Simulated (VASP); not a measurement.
## Y: single point with PBE

Y:

```
CELL_PARAMETERS angstrom
3.65601 0.00000 0.00000
-1.82801 3.16620 0.00000
0.00000 0.00000 5.68347
ATOMIC_POSITIONS crystal
Y 0.33333 0.66667 0.25000
Y 0.66667 0.33333 0.75000
```

| Property | Result |
| --- | --- |
| Program | VASP 6.6.1 |
| Task | single point |
| Functional | PBE |
| Potentials or basis | VASP PAW PBE potentials, release 64 (Y_sv) |
| Cutoff | 520 eV |
| k mesh | 14 × 14 × 7 |
| Occupations | fermi-dirac, width 0.05 eV |
| Spin | no spin polarisation |
| Dipole correction | no |
| Further INCAR settings | ALGO = Normal; EDIFF = 1e-07; NBANDS = 18 |

```yaml
Pressure: -0.1 GPa
Band_gap_on_the_k_mesh: zero (bands 11 and 12 overlap by 1.43 eV)
```

Levels at points of the mesh, in eV from the Fermi level:
| k point | band 7 | band 8 | band 9 | band 10 | band 11 | band 12 | band 13 | band 14 | band 15 | band 16 |
| --- | --- | --- | --- | --- | --- | --- | --- | --- | --- | --- |
| (0.00, 0.00, 0.00) | -22.41 | -22.37 | -4.68 | -1.84 | 0.94 | 1.74 | 1.74 | 2.11 | 2.36 | 2.36 |
| (0.50, 0.00, 0.00) | -22.53 | -22.46 | -1.68 | -1.18 | -0.80 | -0.13 | 1.43 | 1.43 | 2.10 | 4.96 |

Run time: 47 s on 1 thread of Intel(R) Xeon(R) 6975P-C (Granite Rapids), on a shared host, peak memory 0.25 GiB.
